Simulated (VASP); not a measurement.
# BN (F-43m) in VASP: a series of runs, part 2 of 2

VASP 6.6.1. The steps go on from the part before.

### Step 3. Single point, LDA

Input file INCAR:

```
SYSTEM = BN
PREC = Accurate
ENCUT = 600
EDIFF = 1E-6
ISMEAR = 0
SIGMA = 0.01
LREAL = .FALSE.
LASPH = .TRUE.
NELM = 120
ALGO = Normal
ISIF = 2
LWAVE = .FALSE.
LCHARG = .FALSE.
NBANDS = 11
GGA_COMPAT = .FALSE.
```

Input file KPOINTS:

```
regular mesh
0
G
  14 14 14
  0 0 0
```

Input file POSCAR:

```
BN
1.0
    2.4350008532      0.0024130452     -0.2341819469
   -1.2083345289      2.1140382042      0.2341928691
   -1.0295321867     -0.8170129847      2.0631600572
B N
1 1
Direct
    1.0740745000      1.0329420000      0.1184025000
    0.5740745000      0.2829420000      0.8684025000
```

Potentials or basis: VASP PAW LDA potentials, release 64 (B, N).

Launch:

```
$ cat potpaw_LDA.64/B/POTCAR potpaw_LDA.64/N/POTCAR > POTCAR
$ mpirun -np 1 vasp_std > vasp.out
```

OUTCAR:

```text
SYSTEM = BN
   PREC = Accurate
   ENCUT = 600
   EDIFF = 1E-6
   ISMEAR = 0
   LREAL = .FALSE.
   LASPH = .TRUE.
   NELM = 120
   ISIF = 2

 ion  position               nearest neighbor table
   1  0.074  0.033  0.118-   2 1.50   2 1.50   2 1.50   2 1.50
   2  0.574  0.283  0.868-   1 1.50   1 1.50   1 1.50   1 1.50

  LATTYP: Found a face centered cubic cell.
 ALAT       =     3.4595017451

  Lattice vectors:

 A1 = (  -2.4350008532,  -0.0024130452,   0.2341819469)
 A2 = (  -1.2266663243,  -2.1164512494,  -0.0000109222)
 A3 = (  -1.0295321867,  -0.8170129847,   2.0631600572)

Analysis of symmetry for initial positions (statically):
=====================================================================
 Subroutine PRICEL returns:
 Original cell was already a primitive cell.

 Routine SETGRP: Setting up the symmetry group for a
 face centered cubic supercell.

 Subroutine GETGRP returns: Found 24 space group operations
 (whereof  1 operations were pure point group operations)
 out of a pool of 48 trial point group operations.

The static configuration has the point symmetry C_1 .
 The point group associated with its full space group is T_d .

Analysis of symmetry for dynamics (positions and initial velocities):
[... 177 lines left out ...]
      9      36.1892      0.00000
     10      38.5949      0.00000
     11      38.5949      0.00000
[... 309 lines left out ...]
 k-point    24 :       0.0000    0.2143   -0.0000
  band No.  band energies     occupation
      1     -11.2892      2.00000
      2       4.3045      2.00000
      3       8.0766      2.00000
      4       8.0766      2.00000
      5      19.8839      0.00000
      6      19.8955      0.00000
      7      19.8955      0.00000
      8      24.0159      0.00000
      9      33.8929      0.00000
     10      33.8929      0.00000
     11      34.1187      0.00000

 [... further k-points ...]

------------------------ aborting loop because EDIFF is reached ----------------------------------------

  FORCE on cell =-STRESS in cart. coord.  units (eV):
  Direction    XX          YY          ZZ          XY          YZ          ZX
  --------------------------------------------------------------------------------------
  -------------------------------------------------------------------------------------
  Total        3.3059439      3.3059439      3.3059439     -0.0000000      0.0000000     -0.0000000
  in kB      511.7117548    511.7117549    511.7117548     -0.0000000      0.0000000     -0.0000000
  external PRESSURE =     511.7117549 kB  Pullay stress =       0.0000000 kB

 VOLUME and BASIS-vectors are now :
 -----------------------------------------------------------------------------
  energy-cutoff  :      600.00
  volume of cell :       10.35
      direct lattice vectors                 reciprocal lattice vectors
     2.435000853  0.002413045 -0.234181947     0.439856533  0.217552597  0.305642673
    -1.208334529  2.114038204  0.234192869     0.018003275  0.462053588  0.191957347
    -1.029532187 -0.817012985  2.063160057     0.047882965 -0.027754882  0.497596370

 POSITION                                       TOTAL-FORCE (eV/Angst)
 -----------------------------------------------------------------------------------
      0.01867     -0.02692      0.23465        -0.000000      0.000000      0.000000
      0.16193     -0.10996      1.72348         0.000000     -0.000000     -0.000000
 -----------------------------------------------------------------------------------
    total drift:                                0.000001      0.000004     -0.000002

  FREE ENERGIE OF THE ION-ELECTRON SYSTEM (eV)
  ---------------------------------------------------
  free  energy   TOTEN  =       -19.2441398785 eV

  energy  without entropy=      -19.2441398785  energy(sigma->0) =      -19.24413988
```

OSZICAR:

```text
N       E                     dE             d eps       ncg     rms          rms(c)
DAV:   1     0.861969327270E+01    0.86197E+01   -0.50418E+03  2368   0.776E+02
DAV:   2    -0.202090959208E+02   -0.28829E+02   -0.27798E+02  2622   0.164E+02
DAV:   3    -0.206474649758E+02   -0.43837E+00   -0.43763E+00  2702   0.168E+01
DAV:   4    -0.206478619234E+02   -0.39695E-03   -0.39694E-03  2456   0.627E-01
DAV:   5    -0.206478622137E+02   -0.29026E-06   -0.29023E-06  2660   0.165E-02    0.727E+00
DAV:   6    -0.194432623817E+02    0.12046E+01   -0.31423E+00  2303   0.107E+01    0.352E+00
DAV:   7    -0.192790191708E+02    0.16424E+00   -0.15745E-01  2627   0.313E+00    0.192E+00
DAV:   8    -0.192442909016E+02    0.34728E-01   -0.50661E-02  2588   0.157E+00    0.238E-01
DAV:   9    -0.192441539373E+02    0.13696E-03   -0.83023E-04  2495   0.274E-01    0.900E-02
DAV:  10    -0.192441394784E+02    0.14459E-04   -0.35001E-05  2585   0.566E-02    0.152E-02
DAV:  11    -0.192441398785E+02   -0.40008E-06   -0.90821E-07  1618   0.723E-03
   1 F= -.19244140E+02 E0= -.19244140E+02  d E =-.532003E-13
```

Run time: 6.7 s. Hardware: 1 thread of AMD EPYC 9R45 (Zen 5), shared host; peak memory 0.09 GiB.

What came out:

```yaml
Free_energy: -19.2441 eV
Pressure: 51.2 GPa
Band_gap_on_the_k_mesh: 4.49 eV (least direct gap 9.31 eV)
```

Caveat: the cell stands under pressure.

### Step 4. Single point, LDA

Input file INCAR:

```
PREC     = Accurate       # precision mode
ENCUT    = 600            # plane-wave cutoff, eV
EDIFF    = 1E-6           # SCF threshold, eV
ISMEAR   = 0              # smearing method
SIGMA    = 0.01           # smearing width, eV
LREAL    = False          # projectors in reciprocal space
LASPH    = True           # aspherical terms in the spheres
NELM     = 120            # most SCF steps
ALGO     = Normal         # electronic algorithm
ISIF     = 2              # what is computed and relaxed
LWAVE    = False          # write WAVECAR
LCHARG   = True           # write CHGCAR
LELF     = True           # ELF
LVHAR    = True         
NBANDS   = 11             # bands
GGA_COMPAT= False
```

Input file KPOINTS:

```
regular mesh
0
Gamma
  14 14 14
```

POSCAR is that of step 3.

Launch:

```
$ cat potpaw_LDA.64/B/POTCAR potpaw_LDA.64/N/POTCAR > POTCAR
$ mpirun -np 1 vasp_std > vasp.out
```

It took 6.9 s on 1 thread of AMD EPYC 9R45 (Zen 5), shared host; peak memory 0.09 GiB.

The run converged. Its results:

- Free energy: -19.2441 eV
- Pressure: 51.2 GPa
- Band gap on the k mesh: 4.49 eV (least direct gap 9.31 eV)

Levels at points of the mesh, in eV from the valence-band top:
```tsv
k point	band 1	band 2	band 3	band 4	band 5	band 6	band 7	band 8	band 9
(0.00, 0.00, 0.00)	-21.64	0.00	0.00	0.00	9.31	9.31	9.31	12.67	27.06
(0.50, 0.00, 0.00)	-15.15	-9.79	-5.62	-5.62	4.49	9.88	19.80	19.80	22.91
(0.00, 0.50, 0.00)	-16.71	-11.98	-2.21	-2.21	11.29	11.29	12.00	16.36	25.13
```

Caveat: the cell stands under pressure. A k mesh can miss the band edges.
